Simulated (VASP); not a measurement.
Here is a VASP 6.6.1 calculation.

INCAR

```
SYSTEM = HfH3
  ALGO = Normal
  EDIFF = 1E-6
  EDIFFG = -0.01
  ENCUT = 600
  GGA = PS
  IBRION = 2
  ISIF = 3
  ISMEAR = 0
  LASPH = .TRUE.
  LCHARG = .FALSE.
  LREAL = .FALSE.
  LWAVE = .FALSE.
  NELM = 60
  NSW = 60
  PREC = Accurate
  SIGMA = 0.0868
```

The input KPOINTS:

```
k-points
0
G
  5 5 5
  0 0 0
```

POSCAR

```
HfH3
1.0
    2.3609180000      4.0892270000      0.0000000000
   -2.3609180000      4.0892270000      0.0000000000
    0.0000000000     -2.7261510000      4.1825040000
Hf H
2 6
Direct
    0.0000000000      0.0000000000      0.0000000000
    0.5000000000      0.5000000000      0.5000000000
    0.8780000000      0.6220000000      0.7500000000
    0.2500000000      0.8780000000      0.7500000000
    0.6220000000      0.2500000000      0.7500000000
    0.1220000000      0.3780000000      0.2500000000
    0.7500000000      0.1220000000      0.2500000000
    0.3780000000      0.7500000000      0.2500000000
```

Potentials or basis: VASP PAW PBE potentials, release 64 (Hf_pv, H).

Run with:

```console
$ cat potpaw_PBE.64/Hf_pv/POTCAR potpaw_PBE.64/H/POTCAR > POTCAR
$ mpirun -np 1 vasp_std > vasp.out
```

Question: Estimate the space group after relaxing (to 0.1 Å).

Answer: R-3c (No. 167).

Question: Predict the relaxed cell.

Answer: a = 3.864 Å, b = 3.864 Å, c = 5.592 Å, α = 110.21°, β = 110.21°, γ = 60.00°.

Question: What does it give for the relaxed volume?

Answer: 8.29 Å³/atom.

Forces on the atoms (eV/Å):
```
Hf   0.000  0.000  0.000
Hf   0.000  0.000  0.000
H   -0.005  0.000  0.000
H    0.002 -0.004  0.000
H    0.002  0.004  0.000
H    0.005  0.000  0.000
H   -0.002  0.004  0.000
H   -0.002 -0.004  0.000
```

Caveat: the volume moved by over 15 % at a fixed basis, so the end points are rough; the PAW data sets were made with another functional, which shifts forces and pressure a little.
